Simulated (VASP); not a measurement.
Mg, 2 atoms in the cell. The typed cell holds 2 atoms: a = 3.209 Å, b = 3.223 Å, c = 5.210 Å, α = 90.21°, β = 90.57°, γ = 120.43°.  This cell differs from its parent crystal: equal xy, yz and zx shear strains of -1 %.

```yaml
Program: VASP 6.6.1
Task: single point
Functional: PBEsol
Potentials_or_basis: VASP PAW PBE potentials, release 64 (Mg)
Cutoff: 520 eV
k_mesh: 12 × 12 × 7
Occupations: fermi-dirac, width 0.08 eV
Spin: no spin polarisation
Dipole_correction: no
Further_INCAR_settings: ALGO = Normal; EDIFF = 1e-06; NBANDS = 9
```

Potentials or basis: VASP PAW PBE potentials, release 64 (Mg).

Launch:

```console
$ cat potpaw_PBE.64/Mg/POTCAR > POTCAR
$ mpirun -np 1 vasp_std > vasp.out
```

Hardware: 1 thread of Intel(R) Xeon(R) 6975P-C (Granite Rapids), on a shared host.

Q: Estimate the wall time of this run.

A: Run time: 34 s on 1 thread of Intel(R) Xeon(R) 6975P-C (Granite Rapids), on a shared host, peak memory 0.32 GiB. Counts: scf iterations 9, k points 506.
